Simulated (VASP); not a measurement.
# RbSi2 (I4/mmm) in VASP: further runs

The runs below take RbSi2 through relaxation of cell and atoms, single point, with PBE+D3(BJ).

All numbers are computed with VASP 6.6.1; they aren't measurements. Logs are shortened: lines on timing, memory, paths and dates and some standing lists are left out, and cuts for length are marked.

## Step 1: The cell of the first run

Symmetry: I4/mmm, No. 139, tetragonal system. Conventional cell: a = 4.887 Å, b = 4.887 Å, c = 9.068 Å, α = 90.00°, β = 90.00°, γ = 90.00°. Within 4.5 Å of Rb (site symmetry 4/mmm) lie 10 Si at 3.44 to 3.63 Å. Si (site symmetry 4mm) has 1 Si at 2.19 Å within 2.9 Å.

## Step 2: Relaxation of cell and atoms, PBE+D3(BJ)

Contents of INCAR:

```
ALGO = Normal
EDIFF = 1E-7
EDIFFG = -0.01
ENCUT = 600
GGA = PE
IBRION = 2
ISIF = 3
ISMEAR = 0
IVDW = 12
LASPH = True
LCHARG = False
LREAL = False
LWAVE = False
NELM = 100
NSW = 100
PREC = Accurate
SIGMA = 0.1
```

Contents of KPOINTS:

```
k-points
0
Gamma
  14 14 14
```

Contents of POSCAR:

```
RbSi2
1.0
   -2.4437210419      2.4437210419      4.5338904191
    2.4437210419     -2.4437210419      4.5338904191
    2.4437210419      2.4437210419     -4.5338904191
Rb Si
1 2
Direct
    0.0000000000      0.0000000000      0.0000000000
    0.3790769310      0.3790769310      0.0000000000
    0.6209230690      0.6209230690      0.0000000000
```

Potentials or basis: VASP PAW PBE potentials, release 64 (Rb_sv, Si).

Started as:

```console
cat potpaw_PBE.64/Rb_sv/POTCAR potpaw_PBE.64/Si/POTCAR > POTCAR
mpirun -np 1 vasp_std > vasp.out
```

OUTCAR:

```text
EDIFF = 1E-7
   EDIFFG = -0.01
   ENCUT = 600
   GGA = PE
   IBRION = 2
   ISIF = 3
   ISMEAR = 0
   IVDW = 12
   LASPH = True
   LREAL = False
   NELM = 100
   NSW = 100
   PREC = Accurate
 IVDW          = 12

 ion  position               nearest neighbor table
   1  0.000  0.000  0.000-   2 3.44   3 3.44   2 3.63   3 3.63   3 3.63   3 3.63   2 3.63   2 3.63
                             3 3.63   2 3.63
   2  0.379  0.379  0.000-   3 2.19   1 3.44   1 3.63   1 3.63   1 3.63   1 3.63
   3  0.621  0.621  0.000-   2 2.19   1 3.44   1 3.63   1 3.63   1 3.63   1 3.63

  LATTYP: Found a body centered tetragonal cell.
 ALAT       =     4.8874420838
 C/A-ratio  =     1.8553224126

  Lattice vectors:

 A1 = (  -2.4437210419,   2.4437210419,   4.5338904191)
 A2 = (   2.4437210419,  -2.4437210419,   4.5338904191)
 A3 = (   2.4437210419,   2.4437210419,  -4.5338904191)

Analysis of symmetry for initial positions (statically):
=====================================================================
 Subroutine PRICEL returns:
 Original cell was already a primitive cell.

 Routine SETGRP: Setting up the symmetry group for a
 body centered tetragonal supercell.

 Subroutine GETGRP returns: Found 16 space group operations
 (whereof 16 operations were pure point group operations)
 out of a pool of 16 trial point group operations.

The static configuration has the point symmetry D_4h.

Analysis of symmetry for dynamics (positions and initial velocities):
=====================================================================
 Subroutine PRICEL returns:
 Original cell was already a primitive cell.

 Routine SETGRP: Setting up the symmetry group for a
 body centered tetragonal supercell.

 Subroutine GETGRP returns: Found 16 space group operations
 (whereof 16 operations were pure point group operations)
 out of a pool of 16 trial point group operations.

The dynamic configuration has the point symmetry D_4h.

 Subroutine INISYM returns: Found 16 space group operations
 (whereof 16 operations are pure point group operations),
 and found     1 'primitive' translations

----------------------------------------------------------------------------------------

                                     Primitive cell

  volume of cell :     108.3014

  direct lattice vectors                    reciprocal lattice vectors
    -2.443721042  2.443721042  4.533890419     0.000000000  0.204606005  0.110280566
     2.443721042 -2.443721042  4.533890419     0.204606005  0.000000000  0.110280566
     2.443721042  2.443721042 -4.533890419     0.204606005  0.204606005  0.000000000

  length of vectors
     5.700851462  5.700851462  5.700851462     0.232433691  0.232433691  0.289356587

  position of ions in fractional coordinates (direct lattice)
     0.000000000  0.000000000  0.000000000
     0.379076931  0.379076931  0.000000000
     0.620923069  0.620923069  0.000000000

  ion indices of the primitive-cell ions
   primitive index   ion index
                 1           1
                 2           2
                 3           3

----------------------------------------------------------------------------------------

 KPOINTS: k-points

Automatic generation of k-mesh.
 Grid dimensions read from file:
 generate k-points for:   14   14   14

 Generating k-lattice:

  Cartesian coordinates                     Fractional coordinates (reciprocal lattice)
     0.000000000  0.014614715  0.007877183     0.071428571  0.000000000 -0.000000000
     0.014614715  0.000000000  0.007877183     0.000000000  0.071428571 -0.000000000
     0.014614715  0.014614715  0.000000000     0.000000000  0.000000000  0.071428571

  Length of vectors
     0.016602406  0.016602406  0.020668328

  Shift w.r.t. Gamma in fractional coordinates (k-lattice)
     0.000000000  0.000000000  0.000000000

 Subroutine IBZKPT returns following result:
 ===========================================

 Found    244 irreducible k-points:

 Following reciprocal coordinates:
            Coordinates               Weight
  0.000000  0.000000  0.000000      1.000000
  0.071429  0.000000  0.000000      8.000000
  0.142857  0.000000  0.000000      8.000000
  0.214286  0.000000  0.000000      8.000000
  0.285714  0.000000  0.000000      8.000000
  0.357143 -0.000000  0.000000      8.000000
[... 16 lines left out ...]
  0.214286  0.142857  0.000000     16.000000
  0.285714  0.142857  0.000000     16.000000
 [... further k-points ...]
   k-points           NKPTS =    244   k-points in BZ     NKDIM =    244   number of bands    NBANDS=     12
   number of dos      NEDOS =    301   number of ions     NIONS =      3
   total plane-waves  NPLWV = 110592
   dimension x,y,z NGX =    48 NGY =   48 NGZ =   48
   dimension x,y,z NGXF=    96 NGYF=   96 NGZF=   96
   ions per type =               1   2
   NGX,Y,Z   is equivalent  to a cutoff of  14.00, 14.00, 14.00 a.u.
   NGXF,Y,Z  is equivalent  to a cutoff of  28.00, 28.00, 28.00 a.u.
 SYSTEM =  unknown system
   PREC   = accura    normal or accurate (medium, high low for compatibility)
   ISTART =      0    job   : 0-new  1-cont  2-samecut
   ICHARG =      2    charge: 1-file 2-atom 10-const
   ISPIN  =      1    spin polarized calculation?
   LNONCOLLINEAR =      F non collinear calculations
   LSORBIT =      F    spin-orbit coupling
   LASPH  =      T    aspherical Exc in radial PAW
   ENCUT  =  600.0 eV  44.10 Ry    6.64 a.u.  11.39 11.39 11.39*2*pi/ulx,y,z
   NELM   =    100;   NELMIN=  2; NELMDL= -5     # of ELM steps
   EDIFF  = 0.1E-06   stopping-criterion for ELM
   LREAL  =      F    real-space projection
   EDIFFG = -.1E-01   stopping-criterion for IOM
   NSW    =    100    number of steps for IOM
   IBRION =      2    ionic relax: 0-MD 1-quasi-New 2-CG
   NFREE  =      1    steps in history (QN), initial steepest desc. (CG)
   ISIF   =      3    stress and relaxation
   ISYM   =      2    0-nonsym 1-usesym 2-fastsym
   POTIM  = 0.5000    time-step for ionic-motion
   TEBEG  =    0.0;   TEEND  =   0.0 temperature during run
   PSTRESS=    0.0 pullay stress
   NELECT =      17.0000    total number of electrons
   NUPDOWN=      -1.0000    fix difference up-down
   EMIN   =  10.00;   EMAX   =-10.00  energy-range for DOS
   EFERMI =   0.00;   METHOD = LEGACY
   ISMEAR =     0;   SIGMA  =   0.10  broadening in eV -4-tet -1-fermi 0-gaus
   EFERMI_NEDOS =   21; number of points for ismear=-14 and -15
   IALGO  =     38    algorithm
   IMIX   =      4    mixing-type and parameters
     AMIX     =   0.40;   BMIX     =  1.00
     AMIX_MAG =   1.60;   BMIX_MAG =  1.00
  volume/ion in A,a.u.               =      36.10       243.62
  Fermi-wavevector in a.u.,A,eV,Ry     =   0.883106  1.668829 10.610870  0.779877
  Thomas-Fermi vector in A             =   2.003828
   LORBIT       =      0    0 simple, 1 ext, 2 COOP (PROOUT), +10 PAW based schemes
   GGA     = PE    functional components
   LHFCALC =     F    Hartree Fock is set to
   AEXX    =    0.0000 exact exchange contribution
   IVDW    =    12    specifies the selected vdW correction
   LEPSILON=     F    determine dielectric tensor
   LRPA    =     F    only Hartree local field effects (RPA)
 conjugate gradient relaxation of ions
 non-spin polarized calculation
 Gauss-broadening in eV      SIGMA  =   0.10
  energy-cutoff  :      600.00
  volume of cell :      108.30
 maximum number of plane-waves:      3633
 NGX is ok and might be reduce to    48
   NGX = 23   NGY = 23   NGZ = 23

--------------------------------------- Ionic step        1  -------------------------------------------

 number of electron      17.0000000 magnetization

 Free energy of the ion-electron system (eV)
  ---------------------------------------------------
  ext. energy  EPLUGINS =         0.00000000
  ---------------------------------------------------
  free energy    TOTEN  =        -9.08521982 eV

  energy without entropy =       -9.06391597  energy(sigma->0) =       -9.07456789

------------------------ aborting loop because EDIFF is reached ----------------------------------------

 Edisp (eV)   -0.57594

 E8    (eV) :    -0.2733

  FORCE on cell =-STRESS in cart. coord.  units (eV):
  Direction    XX          YY          ZZ          XY          YZ          ZX
  --------------------------------------------------------------------------------------
  -------------------------------------------------------------------------------------
  Total       0.07051     0.07051     0.02059     0.00000     0.00000     0.00000
  in kB       1.04310     1.04310     0.30464     0.00000     0.00000     0.00000
  external pressure =        0.80 kB  Pullay stress =        0.00 kB
[... 186 lines left out ...]
  energy  without entropy=       -9.6396268120  energy(sigma->0) =       -9.65053721

--------------------------------------- Ionic step        6  -------------------------------------------

 number of electron      17.0000000 magnetization

 Free energy of the ion-electron system (eV)
  ---------------------------------------------------
  ext. energy  EPLUGINS =         0.00000000
  ---------------------------------------------------
  free energy    TOTEN  =        -9.09127802 eV

  energy without entropy =       -9.06953843  energy(sigma->0) =       -9.08040823

 E-fermi :   0.7159     XC(G=0):  -7.5768

 val. band max:        0.7139725833   @ k =  -0.4286   0.4286   0.0714
 cond. band min:       0.7167414910   @ k =  -0.2143   0.2857   0.2143
 fundamental gap:      0.0027689077
 Fermi energy:         0.7159499890

 k-point     1 :       0.0000    0.0000    0.0000
  band No.  band energies     occupation
      1     -25.3046      2.00000
      2      -9.4938      2.00000
      3      -9.4324      2.00000
      4      -9.4324      2.00000
      5      -7.3741      2.00000
      6      -2.6512      2.00000
      7      -0.6833      2.00000
      8       1.2214      0.00000
      9       1.2214      0.00000
     10       2.3805      0.00000
     11       2.3805      0.00000
     12       4.9364      0.00000
[... 331 lines left out ...]
 k-point    24 :       0.2857    0.1429    0.0000
  band No.  band energies     occupation
      1     -25.3020      2.00000
      2      -9.5946      2.00000
      3      -9.4982      2.00000
      4      -9.4499      2.00000
      5      -6.9568      2.00000
      6      -3.3894      2.00000
      7       0.0219      2.00000
      8       0.3134      2.00000
      9       0.5799      1.94563
     10       2.7861      0.00000
     11       3.3994      0.00000
     12       5.3684      0.00000

 [... further k-points ...]

------------------------ aborting loop because EDIFF is reached ----------------------------------------

 Edisp (eV)   -0.57021

 E8    (eV) :    -0.2706

  FORCE on cell =-STRESS in cart. coord.  units (eV):
  Direction    XX          YY          ZZ          XY          YZ          ZX
  --------------------------------------------------------------------------------------
  -------------------------------------------------------------------------------------
  Total      -0.00515    -0.00515     0.02879     0.00000    -0.00000     0.00000
  in kB      -0.07541    -0.07541     0.42189     0.00000    -0.00000     0.00000
  external pressure =        0.09 kB  Pullay stress =        0.00 kB
[... 18 lines left out ...]
  FREE ENERGIE OF THE ION-ELECTRON SYSTEM (eV)
  ---------------------------------------------------
  free  energy   TOTEN  =        -9.6614840809 eV

  energy  without entropy=       -9.6397444848  energy(sigma->0) =       -9.65061428

 reached required accuracy - stopping structural energy minimisation
```

Wall time 14 min (1 thread of Intel Xeon 6975P-C (Granite Rapids), shared host); peak memory 0.62 GiB.

Results:

* Free energy: -9.6615 eV
* Relaxed volume: 36.44 Å³/atom
* Relaxed cell: a = 5.713 Å, b = 5.713 Å, c = 5.713 Å, α = 129.12°, β = 129.12°, γ = 74.81°
* Space group after relaxing (to 0.1 Å): I4/mmm (No. 139)
* Energy gained by relaxing: 0.1 meV/atom
* Ionic steps: 6
* Pressure after relaxing: 0.0 GPa
* Band gap on the k mesh: zero (an odd number of electrons rules out a gap without spin polarisation)
* Dispersion energy per atom: -0.190 eV

Forces on the atoms (eV/Å):
```
Rb   0.000  0.000  0.000
Si   0.000  0.000  0.003
Si   0.000  0.000 -0.003
```

Step by step:
```csv
step,energy change (eV),largest force (eV/Å),pressure (GPa),volume (Å³)
1,0.0000,0.0075,0.08,108.30
2,-0.0001,0.0122,0.05,108.58
3,-0.0003,0.0254,-0.03,109.43
4,-0.0003,0.0234,-0.01,109.30
5,-0.0003,0.0244,0.04,109.37
6,-0.0003,0.0027,0.01,109.33
```

Final structure:
```
CELL_PARAMETERS angstrom
-2.45408 2.45408 4.53853
2.45408 -2.45408 4.53853
2.45408 2.45408 -4.53853
ATOMIC_POSITIONS crystal
Rb 0.00000 0.00000 0.00000
Si 0.37931 0.37931 0.00000
Si 0.62069 0.62069 0.00000
```

## Step 3: Single point, PBE+D3(BJ)

This run uses another cell than the first one, of 34.55 Å³/atom.

Contents of INCAR:

```
SYSTEM = RbSi2
ALGO = Normal ; EDIFF = 1E-7
ENCUT = 520 ; GGA = PE
ISIF = 2 ; ISMEAR = 0
IVDW = 12 ; LASPH = .True.
LCHARG = .False. ; LREAL = .False.
LWAVE = .False. ; NBANDS = 16
NELM = 100 ; PREC = Accurate
SIGMA = 0.1
```

Contents of KPOINTS:

```
k-points
0
Gamma
  6 6 6
  0 0 0
```

Contents of POSCAR:

```
RbSi2
1.0
   -2.1559826500      2.1559826500      5.5751384900
    2.1559826500     -2.1559826500      5.5751384900
    2.1559826500      2.1559826500     -5.5751384900
Rb Si
1 2
Direct
    0.0000000000      0.0000000000      0.0000000000
    0.3952878700      0.3952878700      0.0000000000
    0.6047121300      0.6047121300      0.0000000000
```

Potentials or basis: VASP PAW PBE potentials, release 64 (Rb_sv, Si).

Started as:

```console
cat potpaw_PBE.64/Rb_sv/POTCAR potpaw_PBE.64/Si/POTCAR > POTCAR
mpirun -np 1 vasp_std > vasp.out
```

Wall time 53 s (1 thread of Intel Xeon 6975P-C (Granite Rapids), shared host); peak memory 0.32 GiB.

The run converged. Its results:

- Free energy: -8.6515 eV
- Pressure: 2.4 GPa
- Largest force: 0.743 eV/Å
- Band gap on the k mesh: zero (an odd number of electrons rules out a gap without spin polarisation)
- Dispersion energy per atom: -0.198 eV

Forces in eV/Å, atoms in the order of the input:
```
Rb   0.000  0.000  0.000
Si   0.000  0.000  0.743
Si   0.000  0.000 -0.743
```

Stress tensor (GPa, compression positive):
```
 7.00  0.00  0.00
 0.00  7.00  0.00
 0.00  0.00 -6.89
```

Levels at points of the mesh, in eV from the Fermi level:
```tsv
k point	band 5	band 6	band 7	band 8	band 9	band 10	band 11	band 12
(0.00, 0.00, 0.00)	-8.28	-4.23	-1.82	0.82	0.82	1.93	1.93	2.96
(0.50, 0.00, 0.00)	-7.05	-4.69	-1.86	-0.76	-0.15	1.40	2.91	3.59
(0.50, 0.50, 0.00)	-7.77	-4.19	-0.73	-0.28	-0.22	-0.07	1.00	4.84
(0.50, 0.50, 0.50)	-8.09	-5.08	0.21	0.55	0.55	2.67	2.67	2.73
```

Caveat: the stress differs along the axes, from -7 to 7 GPa.
